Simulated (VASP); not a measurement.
The system is Si3As.

```
CELL_PARAMETERS angstrom
3.65735 2.11157 2.91671
-3.65735 2.11157 2.91671
0.00000 -4.22315 2.91671
ATOMIC_POSITIONS crystal
Si 0.75284 0.28901 0.75284
Si 0.75284 0.75284 0.28901
Si 0.28901 0.75284 0.75284
Si 0.24716 0.71099 0.24716
Si 0.71099 0.24716 0.24716
Si 0.24716 0.24716 0.71099
As 0.21826 0.21826 0.21826
As 0.78174 0.78174 0.78174
```

* Program: VASP 6.6.1
* Task: relaxation of cell and atoms
* Functional: PBE
* Potentials or basis: VASP PAW PBE potentials, release 64 (Si, As)
* Cutoff: 600 eV
* k mesh: 6 × 6 × 6
* Occupations: gaussian, width 0.1 eV
* Spin: no spin polarisation

At the start: pressure 0.6 GPa; volume 16.89 Å³/atom.

How do energy, volume and symmetry change on relaxing?

Over 22 steps the energy falls by 9.0 meV/atom and the volume is 17.10 Å³/atom (+1.2 %); space group R-3m (No. 166, to 0.1 Å) before and after.

Step by step:
```tsv
step	energy change (eV)	largest force (eV/Å)	pressure (GPa)	volume (Å³)
1	0.0000	0.2126	0.56	135.15
2	-0.0088	0.1820	-0.20	136.30
3	-0.0104	0.1617	-0.71	137.11
4	-0.0168	0.1005	-0.40	136.74
5	-0.0210	0.1269	0.09	136.19
6	-0.0258	0.1141	0.10	136.19
7	-0.0372	0.0772	0.12	136.19
8	-0.0488	0.1068	0.20	136.18
9	-0.0501	0.1358	0.25	136.17
10	-0.0557	0.1182	-0.08	136.69
11	-0.0615	0.0669	-1.04	138.20
12	-0.0641	0.0512	-0.91	138.02
13	-0.0693	0.0163	-0.52	137.48
14	-0.0695	0.0699	0.24	136.40
15	-0.0709	0.0368	-0.10	136.89
16	-0.0709	0.0338	-0.13	136.94
17	-0.0713	0.0264	-0.05	136.82
18	-0.0715	0.0156	0.08	136.63
19	-0.0715	0.0117	0.13	136.56
20	-0.0717	0.0062	0.05	136.67
21	-0.0717	0.0116	-0.03	136.79
22	-0.0717	0.0098	-0.02	136.77
```

Final structure:
```xyz
8
Lattice="3.6472 2.1057 2.9681 -3.6472 2.1057 2.9681 0.0000 -4.2114 2.9681" Properties=species:S:1:pos:R:3 pbc="T T T"
Si    1.8084   -1.0441    5.2095
Si    0.0000    2.0882    5.2095
Si   -1.8084   -1.0441    5.2095
Si   -1.8084    1.0441    3.6947
Si    1.8084    1.0441    3.6947
Si    0.0000   -2.0882    3.6947
As    0.0000    0.0000    2.1966
As    0.0000    0.0000    6.7077
```
